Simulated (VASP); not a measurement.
Wanted: the native input for a VASP 6.6.1 run.

```
Task                   : single point
Functional             : PBE
Potentials or basis    : VASP PAW PBE potentials, release 64 (Ho_3, Hg, F), 4f in core
Cutoff                 : 600 eV
k mesh                 : 6 × 6 × 12
Occupations            : gaussian, width 0.1 eV
Spin                   : no spin polarisation
Dipole correction      : no
Further INCAR settings : ALGO = Normal; EDIFF = 1e-06; NBANDS = 34
```

The structure of HoHgF4 lies in POSCAR:

```
HoHgF4
1.0
    4.0557289581     -4.3380905662      0.0000000000
    4.0557289581      4.3380905662      0.0000000000
    0.0000000000      0.0000000000      3.4735189118
Ho Hg F
1 1 4
Direct
    0.0000000000      0.0000000000      0.0000000000
    0.5000000000      0.5000000000      0.5000000000
    0.7361052887      0.7361052887      0.0000000000
    0.8446372947      0.1553627053      0.5000000000
    0.1553627053      0.8446372947      0.5000000000
    0.2638947113      0.2638947113      0.0000000000
```

The cell was generated, and may not be a known phase.

One way to write it, as run:

INCAR

```
PREC     = Accurate       # precision mode
ENCUT    = 600            # plane-wave cutoff, eV
EDIFF    = 1E-6           # SCF threshold, eV
ISMEAR   = 0              # smearing method
SIGMA    = 0.1            # smearing width, eV
LREAL    = F              # projectors in reciprocal space
LASPH    = T              # aspherical terms in the spheres
NELM     = 200            # most SCF steps
ALGO     = Normal         # electronic algorithm
ISIF     = 2              # what is computed and relaxed
LWAVE    = F              # write WAVECAR
LCHARG   = F              # write CHGCAR
GGA      = PE             # functional
NBANDS   = 34             # bands
GGA_COMPAT= F            
LMAXMIX  = 6              # l up to which the mixer works
```

KPOINTS

```
regular mesh
0
Gamma
  6 6 12
```

Potentials or basis: VASP PAW PBE potentials, release 64 (Ho_3, Hg, F), 4f in core.

Command:

```bash
$ cat potpaw_PBE.64/Ho_3/POTCAR potpaw_PBE.64/Hg/POTCAR potpaw_PBE.64/F/POTCAR > POTCAR
$ mpirun -np 1 vasp_std > vasp.out
```

It gave:

The pressure is 0.6 GPa. The largest force is 0.153 eV/Å and the band gap on the k mesh is zero (an odd number of electrons rules out a gap without spin polarisation).

Caveat: spin-orbit coupling is left out, which moves the levels of the heavy elements; the 4f electrons are frozen in the core, so they carry no moment and show no levels; an odd number of electrons without spin polarisation forces a metal; a magnetic or distorted state may lie lower; the run has no spin polarisation, though such a crystal can be magnetic.

It took 2.7 min on 1 thread of Intel(R) Xeon(R) 6975P-C (Granite Rapids) (shared host), peak memory 0.54 GiB.
